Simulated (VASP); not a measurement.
# TaSi2 (P6_3/mmc) in VASP: further runs

The runs below take TaSi2 through single point, with PBE.

Program: VASP 6.6.1. These are calculated values, not measurements. Logs are shortened: lines on timing, memory, paths and dates and some standing lists are left out, and cuts for length are marked.

## Step 1: The cell of the first run

Symmetry: P6_3/mmc, No. 194, hexagonal system. The conventional cell has a = 4.604 Å, b = 4.604 Å, c = 5.019 Å, α = 90.00°, β = 90.00°, γ = 120.00°. Within 3.3 Å of Ta (site symmetry -6m2) lie 11 Si at 2.51 to 2.94 Å. Within 3.3 Å of Si (site symmetry -6m2) lie 5 Ta at 2.51 to 2.66 Å and 6 Si at 2.94 Å. Si (site symmetry -3m) has 8 Si at 2.51 to 2.94 Å and 6 Ta at 2.94 Å within 3.3 Å.

## Step 2: Single point, PBE

Contents of INCAR:

```
PREC = Accurate
ENCUT = 520
EDIFF = 1E-6
ISMEAR = 0
SIGMA = 0.1
LREAL = False
LASPH = True
NELM = 100
ALGO = Normal
ISIF = 2
LWAVE = False
LCHARG = False
GGA = PE
NBANDS = 28
```

Contents of KPOINTS:

```
Automatic mesh
0
Gamma
  6 6 4
```

Contents of POSCAR:

```
TaSi2
1.0
    4.6039895850      0.0000000000      0.0000000000
   -2.3019947925      3.9871719394      0.0000000000
    0.0000000000      0.0000000000      5.0189802817
Ta Si
2 4
Direct
    0.3333333333      0.6666666667      0.2500000000
    0.6666666667      0.3333333333      0.7500000000
    0.3333333333      0.6666666667      0.7500000000
    0.6666666667      0.3333333333      0.2500000000
    0.0000000000      0.0000000000      0.0000000000
    0.0000000000      0.0000000000      0.5000000000
```

Potentials or basis: VASP PAW PBE potentials, release 64 (Ta_pv, Si).

Command:

```sh
$ cat potpaw_PBE.64/Ta_pv/POTCAR potpaw_PBE.64/Si/POTCAR > POTCAR
$ mpirun -np 1 vasp_std > vasp.out
```

OUTCAR:

```text
PREC = Accurate
   ENCUT = 520
   EDIFF = 1E-6
   ISMEAR = 0
   LREAL = False
   LASPH = True
   NELM = 100
   ISIF = 2
   GGA = PE

 ion  position               nearest neighbor table
   1  0.333  0.667  0.250-   3 2.51   3 2.51   4 2.66   4 2.66   4 2.66   5 2.94   6 2.94   6 2.94
                             5 2.94   6 2.94   5 2.94
   2  0.667  0.333  0.750-   4 2.51   4 2.51   3 2.66   3 2.66   3 2.66   5 2.94   6 2.94   5 2.94
                             6 2.94   5 2.94   6 2.94
   3  0.333  0.667  0.750-   1 2.51   1 2.51   2 2.66   2 2.66   2 2.66   5 2.94   6 2.94   6 2.94
                             5 2.94   6 2.94   5 2.94
   4  0.667  0.333  0.250-   2 2.51   2 2.51   1 2.66   1 2.66   1 2.66   5 2.94   6 2.94   5 2.94
                             6 2.94   5 2.94   6 2.94
   5  0.000  0.000  0.000-   6 2.51   6 2.51   3 2.94   4 2.94   1 2.94   2 2.94   2 2.94   4 2.94
                             1 2.94   3 2.94   2 2.94   4 2.94   1 2.94   3 2.94
   6  0.000  0.000  0.500-   5 2.51   5 2.51   3 2.94   4 2.94   1 2.94   2 2.94   2 2.94   4 2.94
                             1 2.94   3 2.94   2 2.94   4 2.94   1 2.94   3 2.94

  LATTYP: Found a hexagonal cell.
 ALAT       =     4.6039895850
 C/A-ratio  =     1.0901371928

  Lattice vectors:

 A1 = (   4.6039895850,   0.0000000000,   0.0000000000)
 A2 = (  -2.3019947925,   3.9871719394,   0.0000000000)
 A3 = (   0.0000000000,   0.0000000000,   5.0189802817)

Analysis of symmetry for initial positions (statically):
=====================================================================
 Subroutine PRICEL returns:
 Original cell was already a primitive cell.

 Routine SETGRP: Setting up the symmetry group for a
 hexagonal supercell.

 Subroutine GETGRP returns: Found 24 space group operations
 (whereof 12 operations were pure point group operations)
 out of a pool of 24 trial point group operations.

The static configuration has the point symmetry D_3d.
 The point group associated with its full space group is D_6h.

Analysis of symmetry for dynamics (positions and initial velocities):
=====================================================================
 Subroutine PRICEL returns:
 Original cell was already a primitive cell.

 Routine SETGRP: Setting up the symmetry group for a
 hexagonal supercell.

 Subroutine GETGRP returns: Found 24 space group operations
 (whereof 12 operations were pure point group operations)
 out of a pool of 24 trial point group operations.

The dynamic configuration has the point symmetry D_3d.
 The point group associated with its full space group is D_6h.

 Subroutine INISYM returns: Found 24 space group operations
 (whereof 12 operations are pure point group operations),
 and found     1 'primitive' translations

----------------------------------------------------------------------------------------

                                     Primitive cell

  volume of cell :      92.1329

  direct lattice vectors                    reciprocal lattice vectors
     4.603989585  0.000000000  0.000000000     0.217202924  0.125402167  0.000000000
    -2.301994792  3.987171939  0.000000000     0.000000000  0.250804333  0.000000000
     0.000000000  0.000000000  5.018980282     0.000000000  0.000000000  0.199243660

  length of vectors
     4.603989585  4.603989585  5.018980282     0.250804333  0.250804333  0.199243660

  position of ions in fractional coordinates (direct lattice)
     0.333333333  0.666666667  0.250000000
     0.666666667  0.333333333  0.750000000
     0.333333333  0.666666667  0.750000000
     0.666666667  0.333333333  0.250000000
     0.000000000  0.000000000  0.000000000
     0.000000000  0.000000000  0.500000000

  ion indices of the primitive-cell ions
   primitive index   ion index
                 1           1
                 2           2
                 3           3
                 4           4
                 5           5
                 6           6

----------------------------------------------------------------------------------------

 KPOINTS: Automatic mesh

Automatic generation of k-mesh.
 Grid dimensions read from file:
 generate k-points for:    6    6    4

 Generating k-lattice:

  Cartesian coordinates                     Fractional coordinates (reciprocal lattice)
     0.036200487  0.020900361  0.000000000     0.166666667 -0.000000000  0.000000000
     0.000000000  0.041800722  0.000000000     0.000000000  0.166666667  0.000000000
     0.000000000  0.000000000  0.049810915     0.000000000  0.000000000  0.250000000

  Length of vectors
     0.041800722  0.041800722  0.049810915

  Shift w.r.t. Gamma in fractional coordinates (k-lattice)
     0.000000000  0.000000000  0.000000000

 Subroutine IBZKPT returns following result:
 ===========================================

 Found     21 irreducible k-points:

 Following reciprocal coordinates:
            Coordinates               Weight
  0.000000  0.000000  0.000000      1.000000
  0.166667 -0.000000  0.000000      6.000000
  0.333333 -0.000000  0.000000      6.000000
  0.500000 -0.000000  0.000000      3.000000
  0.166667  0.166667  0.000000      6.000000
  0.333333  0.166667  0.000000     12.000000
[... 13 lines left out ...]
  0.333333  0.166667  0.500000     12.000000
  0.333333  0.333333  0.500000      2.000000
   k-points           NKPTS =     21   k-points in BZ     NKDIM =     21   number of bands    NBANDS=     28
   number of dos      NEDOS =    301   number of ions     NIONS =      6
   total plane-waves  NPLWV =  51840
   dimension x,y,z NGX =    36 NGY =   36 NGZ =   40
   dimension x,y,z NGXF=    72 NGYF=   72 NGZF=   80
   ions per type =               2   4
   NGX,Y,Z   is equivalent  to a cutoff of  13.00, 13.00, 13.25 a.u.
   NGXF,Y,Z  is equivalent  to a cutoff of  26.00, 26.00, 26.50 a.u.
 SYSTEM =  unknown system
   PREC   = accura    normal or accurate (medium, high low for compatibility)
   ISTART =      0    job   : 0-new  1-cont  2-samecut
   ICHARG =      2    charge: 1-file 2-atom 10-const
   ISPIN  =      1    spin polarized calculation?
   LNONCOLLINEAR =      F non collinear calculations
   LSORBIT =      F    spin-orbit coupling
   LASPH  =      T    aspherical Exc in radial PAW
   ENCUT  =  520.0 eV  38.22 Ry    6.18 a.u.   8.56  8.56  9.33*2*pi/ulx,y,z
   NELM   =    100;   NELMIN=  2; NELMDL= -5     # of ELM steps
   EDIFF  = 0.1E-05   stopping-criterion for ELM
   LREAL  =      F    real-space projection
   EDIFFG = 0.1E-04   stopping-criterion for IOM
   NSW    =      0    number of steps for IOM
   IBRION =     -1    ionic relax: 0-MD 1-quasi-New 2-CG
   NFREE  =      0    steps in history (QN), initial steepest desc. (CG)
   ISIF   =      2    stress and relaxation
   ISYM   =      2    0-nonsym 1-usesym 2-fastsym
   POTIM  = 0.5000    time-step for ionic-motion
   TEBEG  =    0.0;   TEEND  =   0.0 temperature during run
   PSTRESS=    0.0 pullay stress
   NELECT =      38.0000    total number of electrons
   NUPDOWN=      -1.0000    fix difference up-down
   EMIN   =  10.00;   EMAX   =-10.00  energy-range for DOS
   EFERMI =   0.00;   METHOD = LEGACY
   ISMEAR =     0;   SIGMA  =   0.10  broadening in eV -4-tet -1-fermi 0-gaus
   EFERMI_NEDOS =   21; number of points for ismear=-14 and -15
   IALGO  =     38    algorithm
   IMIX   =      4    mixing-type and parameters
     AMIX     =   0.40;   BMIX     =  1.00
     AMIX_MAG =   1.60;   BMIX_MAG =  1.00
  volume/ion in A,a.u.               =      15.36       103.62
  Fermi-wavevector in a.u.,A,eV,Ry     =   1.218609  2.302837 20.204764  1.485008
  Thomas-Fermi vector in A             =   2.353890
   LORBIT       =      0    0 simple, 1 ext, 2 COOP (PROOUT), +10 PAW based schemes
   GGA     = PE    functional components
   LHFCALC =     F    Hartree Fock is set to
   AEXX    =    0.0000 exact exchange contribution
   IVDW    =     0    specifies the selected vdW correction
   LEPSILON=     F    determine dielectric tensor
   LRPA    =     F    only Hartree local field effects (RPA)
 non-spin polarized calculation
 Gauss-broadening in eV      SIGMA  =   0.10
  energy-cutoff  :      520.00
  volume of cell :       92.13
 maximum number of plane-waves:      2545
 NGX is ok and might be reduce to    36
   NGX = 17   NGY = 17   NGZ = 19

 number of electron      38.0000006 magnetization

 Free energy of the ion-electron system (eV)
  ---------------------------------------------------
  ext. energy  EPLUGINS =         0.00000000
  ---------------------------------------------------
  free energy    TOTEN  =       -44.51086376 eV

  energy without entropy =      -44.48976380  energy(sigma->0) =      -44.50031378

 E-fermi :   8.8498     XC(G=0): -11.8031

 val. band max:        8.8345136440   @ k =   0.3333  -0.0000   0.5000
 cond. band min:       8.8766658520   @ k =   0.5000  -0.0000   0.5000
 fundamental gap:      0.0421522080
 Fermi energy:         8.8498107972

 k-point     1 :       0.0000    0.0000    0.0000
  band No.  band energies     occupation
      1     -26.0035      2.00000
      2     -25.9024      2.00000
      3     -25.7873      2.00000
      4     -25.7873      2.00000
      5     -25.7407      2.00000
      6     -25.7407      2.00000
[... 20 lines left out ...]
     27      12.5044      0.00000
     28      14.1068      0.00000

 k-point     2 :       0.1667   -0.0000    0.0000
  band No.  band energies     occupation
      1     -25.9973      2.00000
      2     -25.9082      2.00000
      3     -25.7900      2.00000
      4     -25.7881      2.00000
      5     -25.7451      2.00000
      6     -25.7391      2.00000
[... 20 lines left out ...]
     27      13.0531      0.00000
     28      14.1082      0.00000

 k-point     3 :       0.3333   -0.0000    0.0000
  band No.  band energies     occupation
      1     -25.9815      2.00000
      2     -25.9233      2.00000
      3     -25.7951      2.00000
      4     -25.7897      2.00000
      5     -25.7538      2.00000
      6     -25.7364      2.00000
[... 523 lines left out ...]
      3     -25.7689      2.00000
      4     -25.7689      2.00000
      5     -25.7605      2.00000
      6     -25.7605      2.00000
[... 20 lines left out ...]
     27      13.0742      0.00000
     28      13.0742      0.00000

 k-point    21 :       0.3333    0.3333    0.5000
  band No.  band energies     occupation
      1     -25.9687      2.00000
      2     -25.9687      2.00000
      3     -25.7709      2.00000
      4     -25.7709      2.00000
      5     -25.7588      2.00000
      6     -25.7588      2.00000
[... 20 lines left out ...]
     27      12.7497      0.00000
     28      12.7497      0.00000

------------------------ aborting loop because EDIFF is reached ----------------------------------------

  FORCE on cell =-STRESS in cart. coord.  units (eV):
  Direction    XX          YY          ZZ          XY          YZ          ZX
  --------------------------------------------------------------------------------------
  -------------------------------------------------------------------------------------
  Total        0.0180282      0.0180282      0.0725273     -0.0000000     -0.0000000      0.0000000
  in kB        0.3135075      0.3135075      1.2612389     -0.0000000     -0.0000000      0.0000000
  external PRESSURE =       0.6294179 kB  Pullay stress =       0.0000000 kB

 VOLUME and BASIS-vectors are now :
 -----------------------------------------------------------------------------
  energy-cutoff  :      520.00
  volume of cell :       92.13
      direct lattice vectors                 reciprocal lattice vectors
     4.603989585  0.000000000  0.000000000     0.217202924  0.125402167  0.000000000
    -2.301994792  3.987171939  0.000000000     0.000000000  0.250804333  0.000000000
     0.000000000  0.000000000  5.018980282     0.000000000  0.000000000  0.199243660

 POSITION                                       TOTAL-FORCE (eV/Angst)
 -----------------------------------------------------------------------------------
     -0.00000      2.65811      1.25475        -0.000000      0.000000      0.000000
      2.30199      1.32906      3.76424         0.000000     -0.000000      0.000000
     -0.00000      2.65811      3.76424        -0.000000      0.000000      0.000000
      2.30199      1.32906      1.25475        -0.000000     -0.000000      0.000000
      0.00000      0.00000      0.00000        -0.000000      0.000000      0.000000
      0.00000      0.00000      2.50949        -0.000000      0.000000      0.000000
 -----------------------------------------------------------------------------------
    total drift:                               -0.000000     -0.000000      0.000000

  FREE ENERGIE OF THE ION-ELECTRON SYSTEM (eV)
  ---------------------------------------------------
  free  energy   TOTEN  =       -44.5108637577 eV

  energy  without entropy=      -44.4897638038  energy(sigma->0) =      -44.50031378
```

Wall time 48 s (1 thread of Intel Xeon Platinum 8375C at 2.90GHz (Ice Lake), shared host); peak memory 0.23 GiB.

Results:

```
Free energy            : -44.5109 eV
Pressure               : 0.1 GPa
Band gap on the k mesh : zero (band 19 reaches 9.40 eV, above the bottom of band 20 at 7.99 eV)
```

Levels at points of the mesh, in eV from the Fermi level:
| k point | band 16 | band 17 | band 18 | band 19 | band 20 | band 21 | band 22 | band 23 |
| --- | --- | --- | --- | --- | --- | --- | --- | --- |
| (0.00, 0.00, 0.00) | -1.94 | -1.94 | -1.09 | -1.09 | 0.96 | 1.43 | 1.53 | 1.76 |
| (0.50, 0.00, 0.00) | -2.52 | -1.51 | -1.24 | -0.19 | 0.89 | 1.18 | 1.19 | 1.61 |
| (0.00, 0.00, 0.50) | -3.86 | -0.73 | -0.73 | -0.73 | -0.73 | 1.64 | 1.64 | 1.64 |
| (0.50, 0.00, 0.50) | -2.19 | -1.05 | -1.05 | 0.03 | 0.03 | 2.15 | 2.15 | 2.62 |

Caveat: spin-orbit coupling is left out, which moves the levels of the heavy elements.

## Step 3: Single point, PBE

This run uses another cell than the first one, of 16.72 Å³/atom, 1.089 times its volume.

Contents of INCAR:

```
SYSTEM = TaSi2
PREC = Accurate
ENCUT = 520
EDIFF = 1E-7
ISMEAR = 0
SIGMA = 0.1
LREAL = .FALSE.
LASPH = .TRUE.
NELM = 60
ALGO = Normal
ISIF = 2
LWAVE = .FALSE.
LCHARG = .TRUE.
GGA = PE
LELF = .TRUE.
LVHAR = .TRUE.
NBANDS = 28
```

Contents of KPOINTS:

```
regular mesh
0
G
  6 6 4
  0 0 0
```

Contents of POSCAR:

```
TaSi2
1.0
    4.5280143000      0.0000000000      0.0000000000
   -2.2640071500      3.9213754100      0.0000000000
    0.0000000000      0.0000000000      5.6514435800
Ta Si
2 4
Direct
    0.3333333300      0.6666666700      0.2500000000
    0.6666666700      0.3333333300      0.7500000000
    0.3333333300      0.6666666700      0.7500000000
    0.6666666700      0.3333333300      0.2500000000
    0.0000000000      0.0000000000      0.0000000000
    0.0000000000      0.0000000000      0.5000000000
```

Potentials or basis: VASP PAW PBE potentials, release 64 (Ta_pv, Si).

Command:

```sh
$ cat potpaw_PBE.64/Ta_pv/POTCAR potpaw_PBE.64/Si/POTCAR > POTCAR
$ mpirun -np 1 vasp_std > vasp.out
```

OUTCAR:

```text
SYSTEM = TaSi2
   PREC = Accurate
   ENCUT = 520
   EDIFF = 1E-7
   ISMEAR = 0
   LREAL = .FALSE.
   LASPH = .TRUE.
   NELM = 60
   ISIF = 2
   GGA = PE

 ion  position               nearest neighbor table
   1  0.333  0.667  0.250-   4 2.61   4 2.61   4 2.61   3 2.83   3 2.83   5 2.97   6 2.97   6 2.97
                             5 2.97   6 2.97   5 2.97
   2  0.667  0.333  0.750-   3 2.61   3 2.61   3 2.61   4 2.83   4 2.83   5 2.97   6 2.97   5 2.97
                             6 2.97   5 2.97   6 2.97
   3  0.333  0.667  0.750-   2 2.61   2 2.61   2 2.61   1 2.83   1 2.83   5 2.97   6 2.97   6 2.97
[... 862 lines left out ...]
  -------------------------------------------------------------------------------------
  Total       -1.9698368     -1.9698368    -13.5217454      0.0000000     -0.0000000      0.0000000
  in kB      -31.4510547    -31.4510547   -215.8925872      0.0000000     -0.0000000      0.0000000
  external PRESSURE =     -92.9315655 kB  Pullay stress =       0.0000000 kB

 VOLUME and BASIS-vectors are now :
 -----------------------------------------------------------------------------
  energy-cutoff  :      520.00
  volume of cell :      100.35
      direct lattice vectors                 reciprocal lattice vectors
     4.528014300  0.000000000  0.000000000     0.220847359  0.127506282  0.000000000
    -2.264007150  3.921375410  0.000000000     0.000000000  0.255012565  0.000000000
     0.000000000  0.000000000  5.651443580     0.000000000  0.000000000  0.176945941

 POSITION                                       TOTAL-FORCE (eV/Angst)
 -----------------------------------------------------------------------------------
     -0.00000      2.61425      1.41286         0.000000     -0.000000      0.000000
      2.26401      1.30713      4.23858        -0.000000      0.000000      0.000000
     -0.00000      2.61425      4.23858         0.000000      0.000000      0.000000
      2.26401      1.30713      1.41286         0.000000     -0.000000      0.000000
      0.00000      0.00000      0.00000        -0.000000      0.000000      0.000000
      0.00000      0.00000      2.82572        -0.000000      0.000000      0.000000
 -----------------------------------------------------------------------------------
    total drift:                               -0.000001      0.000001      0.000000

  FREE ENERGIE OF THE ION-ELECTRON SYSTEM (eV)
  ---------------------------------------------------
  free  energy   TOTEN  =       -43.5464204243 eV

  energy  without entropy=      -43.5209612466  energy(sigma->0) =      -43.53369084
```

Wall time 45 s (1 thread of Intel Xeon Platinum 8375C at 2.90GHz (Ice Lake), shared host); peak memory 0.24 GiB.

Results:

* Free energy: -43.5464 eV
* Pressure: -9.3 GPa
* Band gap on the k mesh: zero (band 19 reaches 8.44 eV, above the bottom of band 20 at 7.32 eV)

Caveat: spin-orbit coupling is left out, which moves the levels of the heavy elements.
